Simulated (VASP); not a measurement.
# Ru in VASP: a series of runs

Ru is run at these levels: PBEsol; tasks: single point.

Everything below comes from runs of VASP 6.6.1. Logs are shortened: lines on timing, memory, paths and dates and some standing lists are left out, and cuts for length are marked.

### Step 1. The cell of the first run

The cell holds a slab with vacuum, 6 atoms: a = 2.691 Å, b = 4.249 Å, c = 21.437 Å, α = 90.00°, β = 90.00°, γ = 90.00°.

### Step 2. Single point, PBEsol

INCAR reads:

```
SYSTEM = Ru
  ALGO = Normal
  DIPOL = 0.5 0.5 0.500
  EDIFF = 1E-6
  ENCUT = 520
  GGA = PS
  IDIPOL = 3
  ISIF = 2
  ISMEAR = -1
  LASPH = .TRUE.
  LCHARG = .FALSE.
  LDIPOL = .TRUE.
  LREAL = .FALSE.
  LWAVE = .FALSE.
  NBANDS = 51
  NELM = 100
  PREC = Accurate
  SIGMA = 0.08
```

KPOINTS reads:

```
k-points
0
G
  13 9 1
  0 0 0
```

POSCAR reads:

```
Ru
1.0
    2.6907521390      0.0000000000      0.0000000000
    0.0000000000      4.2493843975      0.0000000000
    0.0000000000      0.0000000000     21.4373000000
Ru
6
Direct
    0.7500000000      0.7500000000      0.3793277458
    0.2500000000      0.2500000000      0.4090318242
    0.2500000000      0.7500000000      0.4830371878
    0.7500000000      0.2500000000      0.5169628122
    0.7500000000      0.7500000000      0.5909681755
    0.2500000000      0.2500000000      0.6206722545
```

Potentials or basis: VASP PAW PBE potentials, release 64 (Ru_pv).

The run is started by

```bash
> cat potpaw_PBE.64/Ru_pv/POTCAR > POTCAR
> mpirun -np 1 vasp_std > vasp.out
```

OUTCAR:

```text
SYSTEM = Ru
   EDIFF = 1E-6
   ENCUT = 520
   GGA = PS
   ISIF = 2
   ISMEAR = -1
   LASPH = .TRUE.
   LREAL = .FALSE.
   NELM = 100
   PREC = Accurate

 ion  position               nearest neighbor table
   1  0.750  0.750  0.379-   2 2.59   2 2.59   2 2.59   2 2.59   3 2.60   3 2.60
   2  0.250  0.250  0.409-   1 2.59   1 2.59   1 2.59   1 2.59   3 2.65   3 2.65   4 2.68   4 2.68

   3  0.250  0.750  0.483-   1 2.60   1 2.60   4 2.62   4 2.62   4 2.62   4 2.62   2 2.65   2 2.65
                             5 2.68   5 2.68
   4  0.750  0.250  0.517-   6 2.60   6 2.60   3 2.62   3 2.62   3 2.62   3 2.62   5 2.65   5 2.65
                             2 2.68   2 2.68
   5  0.750  0.750  0.591-   6 2.59   6 2.59   6 2.59   6 2.59   4 2.65   4 2.65   3 2.68   3 2.68

   6  0.250  0.250  0.621-   5 2.59   5 2.59   5 2.59   5 2.59   4 2.60   4 2.60

  LATTYP: Found a simple orthorhombic cell.
 ALAT       =     2.6907521390
 B/A-ratio  =     1.5792552335
 C/A-ratio  =     7.9670288799

  Lattice vectors:

 A1 = (   2.6907521390,   0.0000000000,   0.0000000000)
 A2 = (   0.0000000000,   4.2493843975,   0.0000000000)
 A3 = (   0.0000000000,   0.0000000000,  21.4373000000)

Analysis of symmetry for initial positions (statically):
=====================================================================
 Subroutine PRICEL returns:
 Original cell was already a primitive cell.

 Routine SETGRP: Setting up the symmetry group for a
 simple orthorhombic supercell.

 Subroutine GETGRP returns: Found  8 space group operations
 (whereof  2 operations were pure point group operations)
 out of a pool of  8 trial point group operations.

The static configuration has the point symmetry S_2 .
 The point group associated with its full space group is D_2h.

Analysis of symmetry for dynamics (positions and initial velocities):
=====================================================================
 Subroutine PRICEL returns:
 Original cell was already a primitive cell.

 Routine SETGRP: Setting up the symmetry group for a
 simple orthorhombic supercell.

 Subroutine GETGRP returns: Found  8 space group operations
 (whereof  2 operations were pure point group operations)
 out of a pool of  8 trial point group operations.

The dynamic configuration has the point symmetry S_2 .
 The point group associated with its full space group is D_2h.

 Subroutine INISYM returns: Found  8 space group operations
 (whereof  2 operations are pure point group operations),
 and found     1 'primitive' translations

----------------------------------------------------------------------------------------

                                     Primitive cell

  volume of cell :     245.1149

  direct lattice vectors                    reciprocal lattice vectors
     2.690752139  0.000000000  0.000000000     0.371643298  0.000000000  0.000000000
     0.000000000  4.249384398  0.000000000     0.000000000  0.235328204  0.000000000
     0.000000000  0.000000000 21.437300000     0.000000000  0.000000000  0.046647666

  length of vectors
     2.690752139  4.249384398 21.437300000     0.371643298  0.235328204  0.046647666

  position of ions in fractional coordinates (direct lattice)
     0.750000000  0.750000000  0.379327746
     0.250000000  0.250000000  0.409031824
     0.250000000  0.750000000  0.483037188
     0.750000000  0.250000000  0.516962812
     0.750000000  0.750000000  0.590968176
     0.250000000  0.250000000  0.620672255

  ion indices of the primitive-cell ions
   primitive index   ion index
                 1           1
                 2           2
                 3           3
                 4           4
                 5           5
                 6           6

----------------------------------------------------------------------------------------

 KPOINTS: k-points

Automatic generation of k-mesh.
 Grid dimensions read from file:
 generate k-points for:   13    9    1

 Generating k-lattice:

  Cartesian coordinates                     Fractional coordinates (reciprocal lattice)
     0.028587946  0.000000000  0.000000000     0.076923077  0.000000000  0.000000000
     0.000000000  0.026147578  0.000000000     0.000000000  0.111111111  0.000000000
     0.000000000  0.000000000  0.046647666     0.000000000  0.000000000  1.000000000

  Length of vectors
     0.028587946  0.026147578  0.046647666

  Shift w.r.t. Gamma in fractional coordinates (k-lattice)
     0.000000000  0.000000000  0.000000000

 Subroutine IBZKPT returns following result:
 ===========================================

 Found     35 irreducible k-points:

 Following reciprocal coordinates:
            Coordinates               Weight
  0.000000  0.000000  0.000000      1.000000
  0.076923  0.000000  0.000000      2.000000
  0.153846  0.000000  0.000000      2.000000
  0.230769  0.000000  0.000000      2.000000
  0.307692  0.000000  0.000000      2.000000
  0.384615  0.000000  0.000000      2.000000
[... 16 lines left out ...]
  0.076923  0.333333  0.000000      4.000000
  0.153846  0.333333  0.000000      4.000000
 [... further k-points ...]
   k-points           NKPTS =     35   k-points in BZ     NKDIM =     35   number of bands    NBANDS=     51
   number of dos      NEDOS =    301   number of ions     NIONS =      6
   total plane-waves  NPLWV = 102400
   dimension x,y,z NGX =    20 NGY =   32 NGZ =  160
   dimension x,y,z NGXF=    40 NGYF=   64 NGZF=  320
   ions per type =               6
   NGX,Y,Z   is equivalent  to a cutoff of  12.36, 12.52, 12.41 a.u.
   NGXF,Y,Z  is equivalent  to a cutoff of  24.71, 25.04, 24.82 a.u.
 SYSTEM =  Ru
   PREC   = accura    normal or accurate (medium, high low for compatibility)
   ISTART =      0    job   : 0-new  1-cont  2-samecut
   ICHARG =      2    charge: 1-file 2-atom 10-const
   ISPIN  =      1    spin polarized calculation?
   LNONCOLLINEAR =      F non collinear calculations
   LSORBIT =      F    spin-orbit coupling
   LASPH  =      T    aspherical Exc in radial PAW
   ENCUT  =  520.0 eV  38.22 Ry    6.18 a.u.   5.00  7.90 39.86*2*pi/ulx,y,z
   NELM   =    100;   NELMIN=  2; NELMDL= -5     # of ELM steps
   EDIFF  = 0.1E-05   stopping-criterion for ELM
   LREAL  =      F    real-space projection
   EDIFFG = 0.1E-04   stopping-criterion for IOM
   NSW    =      0    number of steps for IOM
   IBRION =     -1    ionic relax: 0-MD 1-quasi-New 2-CG
   NFREE  =      0    steps in history (QN), initial steepest desc. (CG)
   ISIF   =      2    stress and relaxation
   ISYM   =      2    0-nonsym 1-usesym 2-fastsym
   POTIM  = 0.5000    time-step for ionic-motion
   TEBEG  =    0.0;   TEEND  =   0.0 temperature during run
   PSTRESS=    0.0 pullay stress
   NELECT =      84.0000    total number of electrons
   NUPDOWN=      -1.0000    fix difference up-down
   EMIN   =  10.00;   EMAX   =-10.00  energy-range for DOS
   EFERMI =   0.00;   METHOD = LEGACY
   ISMEAR =    -1;   SIGMA  =   0.08  broadening in eV -4-tet -1-fermi 0-gaus
   EFERMI_NEDOS =   21; number of points for ismear=-14 and -15
   IALGO  =     38    algorithm
   IMIX   =      4    mixing-type and parameters
     AMIX     =   0.40;   BMIX     =  1.00
     AMIX_MAG =   1.60;   BMIX_MAG =  1.00
  volume/ion in A,a.u.               =      40.85       275.69
  Fermi-wavevector in a.u.,A,eV,Ry     =   1.145631  2.164928 17.857236  1.312470
  Thomas-Fermi vector in A             =   2.282318
   LORBIT       =      0    0 simple, 1 ext, 2 COOP (PROOUT), +10 PAW based schemes
   GGA     = PS    functional components
   LHFCALC =     F    Hartree Fock is set to
   AEXX    =    0.0000 exact exchange contribution
   IVDW    =     0    specifies the selected vdW correction
   LEPSILON=     F    determine dielectric tensor
   LRPA    =     F    only Hartree local field effects (RPA)
 non-spin polarized calculation
  energy-cutoff  :      520.00
  volume of cell :      245.11
 maximum number of plane-waves:      6658
   NGX = 11   NGY = 15   NGZ = 79

 number of electron      84.0000007 magnetization

 dipolmoment           0.000000      0.000000      0.000000 electrons x Angstroem

 Free energy of the ion-electron system (eV)
  ---------------------------------------------------
  ext. energy  EPLUGINS =         0.00000000
  ---------------------------------------------------
  free energy    TOTEN  =       -56.30623931 eV

  energy without entropy =      -56.13424242  energy(sigma->0) =      -56.22024087

 E-fermi :   0.9722     XC(G=0):  -5.6048

 val. band max:        0.9706976188   @ k =   0.2308   0.0000   0.0000
 cond. band min:       0.9759054820   @ k =   0.3846   0.2222   0.0000
 fundamental gap:      0.0052078632
 Fermi energy:         0.9722253927

 k-point     1 :       0.0000    0.0000    0.0000
  band No.  band energies     occupation
      1     -42.7350      2.00000
      2     -42.4588      2.00000
      3     -42.3449      2.00000
      4     -42.3123      2.00000
      5     -42.2126      2.00000
      6     -42.0855      2.00000
[... 43 lines left out ...]
     50       3.1238      0.00000
     51       3.1958      0.00000

 k-point     2 :       0.0769    0.0000    0.0000
  band No.  band energies     occupation
      1     -42.7188      2.00000
      2     -42.4508      2.00000
      3     -42.3307      2.00000
      4     -42.3073      2.00000
      5     -42.1976      2.00000
      6     -42.1183      2.00000
[... 43 lines left out ...]
     50       2.9147      0.00000
     51       3.0831      0.00000

 k-point     3 :       0.1538    0.0000    0.0000
  band No.  band energies     occupation
      1     -42.6718      2.00000
      2     -42.4314      2.00000
      3     -42.2969      2.00000
      4     -42.2905      2.00000
      5     -42.2000      2.00000
      6     -42.1538      2.00000
[... 43 lines left out ...]
     50       2.7283      0.00000
     51       2.9254      0.00000
[... 1027 lines left out ...]
 k-point    23 :       0.0769    0.3333    0.0000
  band No.  band energies     occupation
      1     -42.6000      2.00000
      2     -42.4828      2.00000
      3     -42.4042      2.00000
      4     -42.1069      2.00000
      5     -42.0589      2.00000
      6     -41.9996      2.00000
[... 43 lines left out ...]
     50       2.3198      0.00000
     51       2.6910      0.00000

 k-point    24 :       0.1538    0.3333    0.0000
  band No.  band energies     occupation
      1     -42.5762      2.00000
      2     -42.4748      2.00000
      3     -42.4123      2.00000
      4     -42.1658      2.00000
      5     -42.1321      2.00000
      6     -42.0289      2.00000
[... 43 lines left out ...]
     50       2.4658      0.00000
     51       3.3541      0.00000

 [... further k-points ...]

------------------------ aborting loop because EDIFF is reached ----------------------------------------

 vacuum level on the upper side and lower side of the slab       (xc-potential included)        -0.112        -0.112

  FORCE on cell =-STRESS in cart. coord.  units (eV):
  Direction    XX          YY          ZZ          XY          YZ          ZX
  --------------------------------------------------------------------------------------
  -------------------------------------------------------------------------------------
  Total       -4.5366667     -2.2909874     -0.0077711      0.0000000      0.0000000      0.0000000
  in kB      -29.6536162    -14.9748848     -0.0507955      0.0000000      0.0000000      0.0000000
  external PRESSURE =     -14.8930988 kB  Pullay stress =       0.0000000 kB

 VOLUME and BASIS-vectors are now :
 -----------------------------------------------------------------------------
  energy-cutoff  :      520.00
  volume of cell :      245.11
      direct lattice vectors                 reciprocal lattice vectors
     2.690752139  0.000000000  0.000000000     0.371643298  0.000000000  0.000000000
     0.000000000  4.249384398  0.000000000     0.000000000  0.235328204  0.000000000
     0.000000000  0.000000000 21.437300000     0.000000000  0.000000000  0.046647666

 POSITION                                       TOTAL-FORCE (eV/Angst)
 -----------------------------------------------------------------------------------
      2.01806      3.18704      8.13176         0.000000      0.000000     -0.009270
      0.67269      1.06235      8.76854         0.000000     -0.000000     -0.006681
      0.67269      3.18704     10.35501         0.000000     -0.000000     -0.002427
      2.01806      1.06235     11.08229         0.000000     -0.000000      0.002427
      2.01806      3.18704     12.66876         0.000000      0.000000      0.006681
      0.67269      1.06235     13.30554         0.000000      0.000000      0.009270
 -----------------------------------------------------------------------------------
    total drift:                               -0.000000     -0.000000      0.000038

  FREE ENERGIE OF THE ION-ELECTRON SYSTEM (eV)
  ---------------------------------------------------
  free  energy   TOTEN  =       -56.3062393102 eV

  energy  without entropy=      -56.1342424218  energy(sigma->0) =      -56.22024087

 vacuum level on the upper side and lower side of the slab         5.839         5.839
```

Wall time 13 min (1 thread of Oxide Virtual Turin-like, shared host); peak memory 0.44 GiB.

What came out:

| Quantity | Value |
| --- | --- |
| Free energy | -56.3062 eV |
| Largest force | 0.009 eV/Å |
| Band gap on the k mesh | zero (band 42 reaches 1.83 eV, above the bottom of band 43 at 0.42 eV) |

Forces in eV/Å, atoms in the order of the input:
```
Ru   0.000  0.000 -0.009
Ru   0.000  0.000 -0.007
Ru   0.000  0.000 -0.002
Ru   0.000  0.000  0.002
Ru   0.000  0.000  0.007
Ru   0.000  0.000  0.009
```

Levels at points of the mesh, in eV from the Fermi level:
```
           k point  band 39  band 40  band 41  band 42  band 43  band 44  band 45  band 46  band 47  band 48
(0.00, 0.00, 0.00)    -1.42    -0.95    -0.93    -0.72    -0.56    -0.48     0.06     0.07     1.31     1.35
```

Caveat: the PAW data sets were made with another functional, which shifts forces and pressure a little.

### Step 3. Single point, PBEsol

INCAR reads:

```
ALGO = Normal
EDIFF = 1E-6
ENCUT = 520
GGA = PS
ISIF = 2
ISMEAR = -1
LASPH = True
LCHARG = True
LELF = True
LREAL = False
LVHAR = True
LWAVE = False
NBANDS = 51
NELM = 60
PREC = Accurate
SIGMA = 0.08
```

KPOINTS reads:

```
k-points
0
Gamma
  13 9 1
```

POSCAR is that of step 2.

Potentials or basis: VASP PAW PBE potentials, release 64 (Ru_pv).

The run is started by

```bash
> cat potpaw_PBE.64/Ru_pv/POTCAR > POTCAR
> mpirun -np 1 vasp_std > vasp.out
```

It took 14 min on 1 thread of Oxide Virtual Turin-like, shared host; peak memory 0.44 GiB.

The run converged. Its results:

```
Free energy            : -56.3062 eV
Largest force          : 0.009 eV/Å
Band gap on the k mesh : zero (band 42 reaches 1.83 eV, above the bottom of band 43 at 0.42 eV)
```

Forces in eV/Å, atoms in the order of the input:
```
Ru   0.000  0.000 -0.009
Ru   0.000  0.000 -0.007
Ru   0.000  0.000 -0.002
Ru   0.000  0.000  0.002
Ru   0.000  0.000  0.007
Ru   0.000  0.000  0.009
```

Levels at points of the mesh, in eV from the Fermi level:
```
           k point  band 41  band 42  band 43  band 44  band 45  band 46
(0.00, 0.00, 0.00)    -0.93    -0.72    -0.56    -0.48     0.06     0.07
```

Caveat: the PAW data sets were made with another functional, which shifts forces and pressure a little.
